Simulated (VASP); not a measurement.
# S: single point with PBE

The system is S.

```
CELL_PARAMETERS angstrom
-2.73602 2.73602 1.16462
2.73602 -2.73602 1.16462
2.73602 2.73602 -1.16462
ATOMIC_POSITIONS crystal
S 0.62500 0.87500 0.75000
S 0.37500 0.12500 0.25000
```

* Program: VASP 6.6.1
* Task: single point
* Functional: PBE
* Potentials or basis: VASP PAW PBE potentials, release 64 (S)
* Cutoff: 520 eV
* k mesh: 16 × 16 × 16
* Occupations: fermi-dirac, width 0.08 eV
* Spin: no spin polarisation

| Item | Value |
| --- | --- |
| Pressure | 2.1 GPa |
| Band gap on the k mesh | zero (bands 6 and 7 overlap by 2.96 eV) |

Stress tensor (GPa, compression positive):
```
2.25 0.00 0.00
0.00 2.25 0.00
0.00 0.00 1.90
```

Levels at points of the mesh, in eV from the Fermi level:
```tsv
k point	band 3	band 4	band 5	band 6	band 7	band 8	band 9	band 10
(0.00, 0.00, 0.00)	-5.63	-5.63	0.01	0.01	2.95	5.97	6.07	6.83
(0.50, 0.00, 0.00)	-7.38	-6.53	-2.62	-0.56	0.28	0.96	6.34	6.48
(0.50, 0.50, 0.00)	-3.68	-3.68	-3.66	-3.66	6.02	6.02	9.03	9.03
(0.50, 0.50, 0.50)	-7.42	-7.42	1.11	1.11	5.82	5.82	9.06	9.06
```

Wall time 2.5 min on 1 thread of AMD EPYC 7R43 64-Core Processor (Zen 3) (shared host), peak memory 0.21 GiB.
